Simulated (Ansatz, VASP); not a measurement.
One calculation of Zr2Ge, two programs

```
Zr Ge
1.0
     2.75913   -3.54448    0.00000
     2.75913    3.54448    0.00000
     0.00000    0.00000    3.63324
Zr Ge
2 1
Direct
  0.27418 0.72582 0.00000
  0.72582 0.27418 0.00000
  0.00000 0.00000 0.50000
```

Alike in both runs: task relaxation of cell and atoms; functional PBE; k mesh 4 × 4 × 6; occupations gaussian, width 0.1 eV; no spin polarisation.

```csv
,VASP,Ansatz
version,VASP 6.6.1,Ansatz 0.2.0
potentials or method,"VASP PAW PBE potentials, release 64 (Zr_sv, Ge_d), cutoff 600 eV","scalar-relativistic, plane waves, PAW"
valence electrons in the cell,38,38
```

|  | VASP | Ansatz | Ansatz less VASP |
| --- | --- | --- | --- |
| gap on the k mesh at the Fermi level, each at its own relaxed structure (eV) | none | none | - |
| relaxed volume (Å³/atom) | 23.85 | 23.73 | -0.113 |
| relaxed cell length with the largest relative difference (Å) | 3.624 | 3.611 | -0.0136 |

A gap of «none» marks a metal or a gap that the smearing closes.

The k mesh is coarse, so the values compare programs but aren't converged.
